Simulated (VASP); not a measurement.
# Br (Cmce) in VASP: a series of runs

Br is run at these levels: PBE; tasks: single point, relaxation of cell and atoms.

Everything below comes from runs of VASP 6.6.1. Logs are shortened: lines on timing, memory, paths and dates and some standing lists are left out, and cuts for length are marked.

**1. The cell of the first run**

The structure is orthorhombic, space group Cmce (No. 64). Conventional cell: a = 7.797 Å, b = 4.309 Å, c = 8.687 Å, α = 90.00°, β = 90.00°, γ = 90.00°. Within 3.2 Å of Br (site symmetry m) lie 3 Br at 2.39 to 3.15 Å.

**2. Single point, PBE**

INCAR

```
PREC = Accurate
ENCUT = 520
EDIFF = 1E-6
ISMEAR = 0
SIGMA = 0.05
LREAL = False
LASPH = True
NELM = 80
ALGO = Normal
ISIF = 2
LWAVE = False
LCHARG = False
GGA = PE
NBANDS = 22
```

KPOINTS

```
Automatic mesh
0
Gamma
  6 6 2
```

POSCAR

```
Br
1.0
    3.8984327422     -2.1546279663      0.0000000000
    3.8984327422      2.1546279663      0.0000000000
    0.0000000000      0.0000000000      8.6870957580
Br
4
Direct
    0.8584710952      0.1415289048      0.1180466778
    0.1415289048      0.8584710952      0.8819533222
    0.3584710952      0.6415289048      0.3819533222
    0.6415289048      0.3584710952      0.6180466778
```

Potentials or basis: VASP PAW PBE potentials, release 64 (Br).

On the command line:

```
cat potpaw_PBE.64/Br/POTCAR > POTCAR
mpirun -np 1 vasp_std > vasp.out
```

OUTCAR:

```text
PREC = Accurate
   ENCUT = 520
   EDIFF = 1E-6
   ISMEAR = 0
   LREAL = False
   LASPH = True
   NELM = 80
   ISIF = 2
   GGA = PE

 ion  position               nearest neighbor table
   1  0.858  0.142  0.118-   2 2.39
   2  0.142  0.858  0.882-   1 2.39
   3  0.358  0.642  0.382-   4 2.39
   4  0.642  0.358  0.618-   3 2.39

  LATTYP: Found a base centered orthorhombic cell.
 ALAT       =     4.3092559326
 B/A-ratio  =     1.8093298719
 C/A-ratio  =     2.0159154838

  Lattice vectors:

 A1 = (  -3.8984327422,  -2.1546279663,   0.0000000000)
 A2 = (   3.8984327422,  -2.1546279663,   0.0000000000)
 A3 = (   0.0000000000,   0.0000000000,   8.6870957580)

Analysis of symmetry for initial positions (statically):
=====================================================================
 Subroutine PRICEL returns:
 Original cell was already a primitive cell.

 Routine SETGRP: Setting up the symmetry group for a
 base centered orthorhombic supercell.

 Subroutine GETGRP returns: Found  8 space group operations
 (whereof  4 operations were pure point group operations)
 out of a pool of  8 trial point group operations.

The static configuration has the point symmetry C_2h.
 The point group associated with its full space group is D_2h.

Analysis of symmetry for dynamics (positions and initial velocities):
=====================================================================
 Subroutine PRICEL returns:
 Original cell was already a primitive cell.

 Routine SETGRP: Setting up the symmetry group for a
 base centered orthorhombic supercell.

 Subroutine GETGRP returns: Found  8 space group operations
 (whereof  4 operations were pure point group operations)
 out of a pool of  8 trial point group operations.

The dynamic configuration has the point symmetry C_2h.
 The point group associated with its full space group is D_2h.

 Subroutine INISYM returns: Found  8 space group operations
 (whereof  4 operations are pure point group operations),
 and found     1 'primitive' translations

----------------------------------------------------------------------------------------

                                     Primitive cell

  volume of cell :     145.9375

[... 88 lines left out ...]
   LSORBIT =      F    spin-orbit coupling
   LASPH  =      T    aspherical Exc in radial PAW
   ENCUT  =  520.0 eV  38.22 Ry    6.18 a.u.   8.28  8.28 16.15*2*pi/ulx,y,z
   NELM   =     80;   NELMIN=  2; NELMDL= -5     # of ELM steps
   EDIFF  = 0.1E-05   stopping-criterion for ELM
   LREAL  =      F    real-space projection
   EDIFFG = 0.1E-04   stopping-criterion for IOM
   NSW    =      0    number of steps for IOM
   IBRION =     -1    ionic relax: 0-MD 1-quasi-New 2-CG
   NFREE  =      0    steps in history (QN), initial steepest desc. (CG)
   ISIF   =      2    stress and relaxation
   ISYM   =      2    0-nonsym 1-usesym 2-fastsym
   POTIM  = 0.5000    time-step for ionic-motion
   TEBEG  =    0.0;   TEEND  =   0.0 temperature during run
   PSTRESS=    0.0 pullay stress
   NELECT =      28.0000    total number of electrons
   NUPDOWN=      -1.0000    fix difference up-down
   EMIN   =  10.00;   EMAX   =-10.00  energy-range for DOS
   EFERMI =   0.00;   METHOD = LEGACY
   ISMEAR =     0;   SIGMA  =   0.05  broadening in eV -4-tet -1-fermi 0-gaus
   EFERMI_NEDOS =   21; number of points for ismear=-14 and -15
   IALGO  =     38    algorithm
   IMIX   =      4    mixing-type and parameters
     AMIX     =   0.40;   BMIX     =  1.00
     AMIX_MAG =   1.60;   BMIX_MAG =  1.00
  volume/ion in A,a.u.               =      36.48       246.21
  Fermi-wavevector in a.u.,A,eV,Ry     =   0.944217  1.784312 12.130219  0.891546
  Thomas-Fermi vector in A             =   2.072000
   LORBIT       =      0    0 simple, 1 ext, 2 COOP (PROOUT), +10 PAW based schemes
   GGA     = PE    functional components
   LHFCALC =     F    Hartree Fock is set to
   AEXX    =    0.0000 exact exchange contribution
   IVDW    =     0    specifies the selected vdW correction
   LEPSILON=     F    determine dielectric tensor
   LRPA    =     F    only Hartree local field effects (RPA)
 non-spin polarized calculation
 Gauss-broadening in eV      SIGMA  =   0.05
  energy-cutoff  :      520.00
  volume of cell :      145.94
 maximum number of plane-waves:      3960
 NGX is ok and might be reduce to    36
   NGX = 17   NGY = 17   NGZ = 33

 number of electron      28.0000003 magnetization

 Free energy of the ion-electron system (eV)
  ---------------------------------------------------
  ext. energy  EPLUGINS =         0.00000000
  ---------------------------------------------------
  free energy    TOTEN  =        -6.55348668 eV

  energy without entropy =       -6.55348668  energy(sigma->0) =       -6.55348668

 E-fermi :  -0.5031     XC(G=0):  -7.5039

 val. band max:       -0.7403024755   @ k =   0.0000   0.0000   0.0000
 cond. band min:       0.6566466031   @ k =   0.0000   0.0000   0.0000
 fundamental gap:      1.3969490786
 Fermi energy:        -0.5031479849

 k-point     1 :       0.0000    0.0000    0.0000
  band No.  band energies     occupation
      1     -16.4056      2.00000
      2     -15.8750      2.00000
      3     -14.2274      2.00000
      4     -13.2517      2.00000
      5      -5.6212      2.00000
      6      -4.3774      2.00000
[... 589 lines left out ...]
     21       8.6134      0.00000
     22       8.6134      0.00000

 [... further k-points ...]

------------------------ aborting loop because EDIFF is reached ----------------------------------------

  FORCE on cell =-STRESS in cart. coord.  units (eV):
  Direction    XX          YY          ZZ          XY          YZ          ZX
  --------------------------------------------------------------------------------------
  -------------------------------------------------------------------------------------
  Total        0.2540429      0.0360683      0.0852449      0.0000000      0.0000000      0.0000000
  in kB        2.7890145      0.3959765      0.9358622      0.0000000      0.0000000      0.0000000
  external PRESSURE =       1.3736177 kB  Pullay stress =       0.0000000 kB

 VOLUME and BASIS-vectors are now :
 -----------------------------------------------------------------------------
  energy-cutoff  :      520.00
  volume of cell :      145.94
      direct lattice vectors                 reciprocal lattice vectors
     3.898432742 -2.154627966  0.000000000     0.128256670 -0.232058623  0.000000000
     3.898432742  2.154627966  0.000000000     0.128256670  0.232058623  0.000000000
     0.000000000  0.000000000  8.687095758     0.000000000  0.000000000  0.115113270

 POSITION                                       TOTAL-FORCE (eV/Angst)
 -----------------------------------------------------------------------------------
      3.89843     -1.54474      1.02548         0.000000      0.008005      0.015281
      3.89843      1.54474      7.66161         0.000000     -0.008005     -0.015281
      3.89843      0.60988      3.31807         0.000000      0.008005     -0.015281
      3.89843     -0.60988      5.36903         0.000000     -0.008005      0.015281
 -----------------------------------------------------------------------------------
    total drift:                               -0.000000     -0.000000      0.000000

  FREE ENERGIE OF THE ION-ELECTRON SYSTEM (eV)
  ---------------------------------------------------
  free  energy   TOTEN  =        -6.5534866770 eV

  energy  without entropy=       -6.5534866770  energy(sigma->0) =       -6.55348668
```

stdout:

```text
POSCAR found type information on POSCAR Br
 POSCAR found :  1 types and       4 ions
 scaLAPACK will be used
 LDA part: xc-table for (Slater+PW92), standard interpolation
 POSCAR, INCAR and KPOINTS ok, starting setup
 FFT: planning ... GRIDC
 FFT: planning ... GRID_SOFT
 FFT: planning ... GRID
 WAVECAR not read
 entering main loop
```

It took 1.7 min on 1 thread of AMD EPYC 7R13, shared host; peak memory 0.27 GiB.

Results:

- Free energy: -6.5535 eV
- Pressure: 0.1 GPa
- Largest force: 0.017 eV/Å
- Band gap on the k mesh: 1.40 eV

Forces on the atoms (eV/Å):
```
Br   0.000  0.008  0.015
Br   0.000 -0.008 -0.015
Br   0.000  0.008 -0.015
Br   0.000 -0.008  0.015
```

Stress tensor (GPa, compression positive):
```
0.28 0.00 0.00
0.00 0.04 0.00
0.00 0.00 0.09
```

Levels at points of the mesh, in eV from the valence-band top:
| k point | band 10 | band 11 | band 12 | band 13 | band 14 | band 15 | band 16 | band 17 | band 18 | band 19 |
| --- | --- | --- | --- | --- | --- | --- | --- | --- | --- | --- |
| (0.00, 0.00, 0.00) | -1.66 | -1.28 | -0.56 | -0.43 | 0.00 | 1.40 | 2.24 | 5.56 | 6.59 | 7.16 |
| (0.50, 0.00, 0.00) | -2.07 | -1.19 | -1.19 | -0.58 | -0.58 | 2.37 | 2.37 | 6.96 | 6.96 | 8.80 |
| (0.50, 0.50, 0.00) | -1.94 | -1.47 | -1.35 | -0.47 | -0.10 | 1.41 | 2.16 | 7.14 | 7.80 | 8.36 |
| (0.00, 0.00, 0.50) | -1.79 | -1.02 | -1.02 | -0.24 | -0.24 | 1.67 | 1.67 | 6.20 | 6.20 | 8.00 |
| (0.50, 0.00, 0.50) | -2.13 | -0.65 | -0.65 | -0.09 | -0.09 | 1.85 | 1.85 | 7.26 | 7.26 | 8.30 |
| (0.50, 0.50, 0.50) | -1.91 | -1.07 | -1.07 | -0.67 | -0.67 | 1.67 | 1.67 | 8.12 | 8.12 | 8.87 |

Caveat: this functional lacks dispersion, which holds the molecules together, so the pressure and a relaxed volume are unreliable. A k mesh can miss the band edges.

**3. Relaxation of cell and atoms, PBE**

This run uses another cell than the first one, of 32.50 Å³/atom.

INCAR

```
PREC     = Accurate       # precision mode
ENCUT    = 600            # plane-wave cutoff, eV
EDIFF    = 1E-6           # SCF threshold, eV
ISMEAR   = 0              # smearing method
SIGMA    = 0.05           # smearing width, eV
LREAL    = F              # projectors in reciprocal space
LASPH    = T              # aspherical terms in the spheres
NELM     = 60             # most SCF steps
ALGO     = Normal         # electronic algorithm
ISIF     = 3              # what is computed and relaxed
LWAVE    = F              # write WAVECAR
LCHARG   = F              # write CHGCAR
GGA      = PE             # functional
IBRION   = 2              # ionic algorithm
NSW      = 80             # ionic steps
EDIFFG   = -0.03          # ionic threshold
```

KPOINTS is that of step 2.

POSCAR

```
Br
1.0
    3.3044953521     -2.1630406487      0.0000000000
    3.3044953521      2.1630406487      0.0000000000
    0.0000000000      0.0000000000      9.0937608815
Br
4
Direct
    0.8451500000      0.1548500000      0.1175000000
    0.1548500000      0.8451500000      0.8825000000
    0.3451500000      0.6548500000      0.3825000000
    0.6548500000      0.3451500000      0.6175000000
```

Potentials or basis: VASP PAW PBE potentials, release 64 (Br).

On the command line:

```
cat potpaw_PBE.64/Br/POTCAR > POTCAR
mpirun -np 1 vasp_std > vasp.out
```

Run time: 10 min. Hardware: 1 thread of AMD EPYC 7R13, shared host; peak memory 0.27 GiB.

Results (log left out):

```
Free energy                           : -6.5621 eV
Relaxed volume                        : 39.13 Å³/atom
Relaxed cell                          : a = 4.716 Å, b = 4.716 Å, c = 8.722 Å, α = 90.00°, β = 90.00°, γ = 53.78°
Space group after relaxing (to 0.1 Å) : Cmce (No. 64)
Energy gained by relaxing             : 86.0 meV/atom
Ionic steps                           : 13
Pressure after relaxing               : 0.0 GPa
Largest force after relaxing          : 0.016 eV/Å
Band gap on the k mesh                : 1.36 eV
```

Forces on the atoms (eV/Å):
```
Br   0.000 -0.013  0.010
Br   0.000  0.013 -0.010
Br   0.000 -0.013 -0.010
Br   0.000  0.013  0.010
```

Stress tensor (GPa, compression positive):
```
 0.03  0.00  0.00
 0.00  0.02  0.00
 0.00  0.00 -0.06
```

The path:
| step | energy change (eV) | largest force (eV/Å) | pressure (GPa) | volume (Å³) |
| --- | --- | --- | --- | --- |
| 1 | 0.0000 | 0.8276 | -2.12 | 130.00 |
| 2 | -0.1625 | 0.6645 | 2.84 | 121.84 |
| 3 | -0.2048 | 0.1359 | 0.98 | 124.19 |
| 4 | -0.2369 | 0.1108 | 0.76 | 126.98 |
| 5 | -0.2986 | 0.0419 | 0.29 | 135.40 |
| 6 | -0.3295 | 0.1131 | -0.15 | 152.58 |
| 7 | -0.3237 | 0.2822 | 0.74 | 152.54 |
| 8 | -0.3317 | 0.0570 | 0.15 | 152.57 |
| 9 | -0.3375 | 0.0356 | 0.04 | 154.37 |
| 10 | -0.3406 | 0.0460 | -0.09 | 156.94 |
| 11 | -0.3428 | 0.0654 | 0.04 | 156.49 |
| 12 | -0.3432 | 0.0786 | 0.14 | 156.17 |
| 13 | -0.3439 | 0.0160 | 0.00 | 156.50 |

Final structure:
```
Br
1.0
     4.20596   -2.13308    0.00000
     4.20596    2.13308    0.00000
     0.00000    0.00000    8.72212
Br
4
Cartesian
  4.2060 -1.5237 1.0285
  4.2060 1.5237 7.6936
  4.2060 0.6094 3.3325
  4.2060 -0.6094 5.3896
```

Levels at points of the mesh, in eV from the valence-band top:
```
           k point  band 10  band 11  band 12  band 13  band 14  band 15  band 16  band 17  band 18
(0.00, 0.00, 0.00)    -1.77    -1.29    -0.72    -0.46     0.00     1.36     2.24     5.38     6.55
(0.50, 0.00, 0.00)    -2.12    -1.19    -1.19    -0.61    -0.61     2.37     2.37     6.97     6.97
(0.50, 0.50, 0.00)    -1.90    -1.35    -1.32    -0.48    -0.08     1.38     2.19     7.16     7.85
(0.00, 0.00, 0.50)    -1.78    -1.04    -1.04    -0.31    -0.31     1.67     1.67     5.99     5.99
(0.50, 0.00, 0.50)    -2.15    -0.64    -0.64    -0.10    -0.10     1.82     1.82     7.24     7.24
(0.50, 0.50, 0.50)    -1.84    -1.06    -1.06    -0.61    -0.61     1.68     1.68     8.13     8.13
```

Caveat: the volume moved by over 15 % at a fixed basis, so the end points are rough; this functional lacks dispersion, which holds the molecules together, so the pressure and a relaxed volume are unreliable. A k mesh can miss the band edges.
